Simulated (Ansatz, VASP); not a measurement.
# One calculation of Li2TaBr6, two programs

INCAR

```
SYSTEM = Li2TaBr6
PREC = Accurate ; ENCUT = 520
EDIFF = 1E-6 ; ISMEAR = 0
SIGMA = 0.1 ; LREAL = .FALSE.
LASPH = .TRUE. ; NELM = 80
ALGO = Normal ; ISIF = 2
LWAVE = .FALSE. ; LCHARG = .FALSE.
GGA = PE ; NBANDS = 40
```

The input KPOINTS:

```
Automatic mesh
0
G
  3 3 4
  0 0 0
```

The input POSCAR:

```
Li2TaBr6
1.0
    7.4245050000      0.0000000000      0.0000000000
   -3.7122525000      6.4298099400      0.0000000000
    0.0000000000      0.0000000000      6.2365842000
Li Ta Br
2 1 6
Direct
    0.3333333300      0.6666666700      0.7500000000
    0.6666666700      0.3333333300      0.2500000000
    0.0000000000      0.0000000000      0.5000000000
    0.8333333300      0.6666666700      0.7500000000
    0.3333333300      0.1666666700      0.7500000000
    0.8333333300      0.1666666700      0.7500000000
    0.1666666700      0.3333333300      0.2500000000
    0.6666666700      0.8333333300      0.2500000000
    0.1666666700      0.8333333300      0.2500000000
```

Input for Ansatz:

```yaml
crystal:
  lattice:
    - [7.424505, 0.0, 0.0]
    - [-3.7122525, 6.42980994, 0.0]
    - [0.0, 0.0, 6.2365842]
  atoms:
    - { symbol: Li, position: [0.33333333, 0.66666667, 0.75] }
    - { symbol: Li, position: [0.66666667, 0.33333333, 0.25] }
    - { symbol: Ta, position: [0.0, 0.0, 0.5] }
    - { symbol: Br, position: [0.83333333, 0.66666667, 0.75] }
    - { symbol: Br, position: [0.33333333, 0.16666667, 0.75] }
    - { symbol: Br, position: [0.83333333, 0.16666667, 0.75] }
    - { symbol: Br, position: [0.16666667, 0.33333333, 0.25] }
    - { symbol: Br, position: [0.66666667, 0.83333333, 0.25] }
    - { symbol: Br, position: [0.16666667, 0.83333333, 0.25] }
basis:
  ecutwfc: 420
kpoints:
  mp_grid: { grid: [3, 3, 4] }
hamiltonian:
  xc: pbe
scf:
  occupations: { method: gaussian, width: 0.1 }
  lower_state_search: "off"
output:
  forces: true
  stress: true
  eigenvalues: true
```

Alike in both runs: task single point; functional PBE; k mesh 3 × 3 × 4; occupations gaussian, width 0.1 eV; no spin polarisation.

|  | VASP | Ansatz |
| --- | --- | --- |
| version | VASP 6.6.1 | Ansatz 0.2.0 |
| potentials or method | VASP PAW PBE potentials, release 64 (Li_sv, Ta_pv, Br), cutoff 520 eV | scalar-relativistic, plane waves, PAW |
| valence electrons in the cell | 59 | 61 |

|  | VASP | Ansatz | Ansatz less VASP |
| --- | --- | --- | --- |
| gap on the k mesh at the Fermi level (eV) | none | none | - |
| rms of the force components (eV/Å) | 0.389 | 0.392 | +0.0029 |

Atom by atom the forces differ by 0.003 eV/Å (rms over components). A gap of «none» marks a metal or a gap that the smearing closes. VASP's potentials hold 59 valence electrons a cell and Ansatz's 61, so a difference there can come from the potentials and not from the codes.

Neither program's run includes spin-orbit coupling. Noted on VASP's run: the cutoff is under 1.25 times that of the potentials, so the pressure is a little rough.
